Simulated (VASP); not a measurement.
# MnO: single point with PBE0

The system is MnO.

```
CELL_PARAMETERS angstrom
0.00000 2.39266 2.39266
2.39266 0.00000 2.39266
2.39266 2.39266 0.00000
ATOMIC_POSITIONS crystal
Mn 0.00000 0.00000 0.00000
O 0.25000 0.25000 0.25000
```

```json
{"Program": "VASP 6.6.1", "Task": "single point", "Functional": "PBE0", "Potentials or basis": "VASP PAW PBE potentials, release 64 (Mn_pv, O)", "Cutoff": "520 eV", "k mesh": "5 × 5 × 5", "Occupations": "fermi-dirac, width 0.05 eV", "Spin": "collinear spin, ferromagnetic start", "Starting moments": "[4.0, 0.0] μB", "Dipole correction": "no", "Grid for exact exchange (PRECFOCK)": "Normal", "Further INCAR settings": "ALGO = Normal; EDIFF = 1e-06; NBANDS = 20", "Share of exact exchange": "0.25"}
```

| Item | Value |
| --- | --- |
| Pressure | 0.5 GPa |
| Band gap on the k mesh | 1.04 eV |
| Net moment | 5.00 μB per cell |
| Site moments | Mn +4.55; O +0.15 μB |
| Valence electrons inside the program's atomic spheres | Mn 11.38; O 5.05 |

Levels at points of the mesh, in eV from the valence-band top:
Spin up:
```tsv
k point	band 8	band 9	band 10	band 11	band 12	band 13	band 14	band 15	band 16	band 17
(0.00, 0.00, 0.00)	-3.51	-3.51	0.00	0.00	0.00	1.04	15.01	15.01	15.01	19.86
```
Spin down:
```tsv
k point	band 3	band 4	band 5	band 6	band 7	band 8	band 9	band 10	band 11	band 12
(0.00, 0.00, 0.00)	-46.97	-20.35	-4.20	-4.20	-4.20	2.36	5.87	5.87	7.79	7.79
```

Wall time 11 min on 1 thread of Intel(R) Xeon(R) 6975P-C (Granite Rapids), on a shared host, peak memory 0.18 GiB.

Caveat: the k points lie up to 0.45 Å⁻¹ apart; the PAW data sets were made with another functional, which shifts forces and pressure a little; a cell with one magnetic atom can't hold antiferromagnetic order, which such compounds often take.
